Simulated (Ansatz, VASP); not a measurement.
## Mg3NbO2: VASP beside Ansatz

```xyz
6
Lattice="3.6257 2.0933 3.8320 -3.6257 2.0933 3.8320 0.0000 -4.1865 3.8320" Properties=species:S:1:pos:R:3 pbc="T T T"
Mg   -1.8128    1.0466    1.9160
Mg    0.0000   -2.0933    1.9160
Mg    1.8128    1.0466    1.9160
Nb    0.0000    0.0000    0.0000
O     0.0000    0.0000    1.9503
O     0.0000    0.0000    9.5457
```

Change from the starting cell: species swapped into the Ho2AlFe3 type (R-3m, No. 166).

Alike in both runs: task relaxation of cell and atoms; functional PBE; k mesh 6 × 6 × 6; occupations gaussian, width 0.1 eV; no spin polarisation.

|  | VASP | Ansatz |
| --- | --- | --- |
| version | VASP 6.6.1 | Ansatz 0.2.0 |
| potentials or method | VASP PAW PBE potentials, release 64 (Mg, Nb_sv, O), cutoff 600 eV | scalar-relativistic, plane waves, PAW |
| valence electrons in the cell | 31 | 55 |

```tsv
	VASP	Ansatz	Ansatz less VASP
gap on the k mesh at the Fermi level, each at its own relaxed structure (eV)	none	none	-
relaxed volume (Å³/atom)	28.76	28.97	+0.211
relaxed length of the cell vector where the two differ most in proportion (Å)	5.620	5.638	+0.0172
```

A gap of «none» marks a metal or a gap that the smearing closes. VASP's potentials hold 31 valence electrons a cell and Ansatz's 55, so a difference there can come from the potentials and not from the codes.
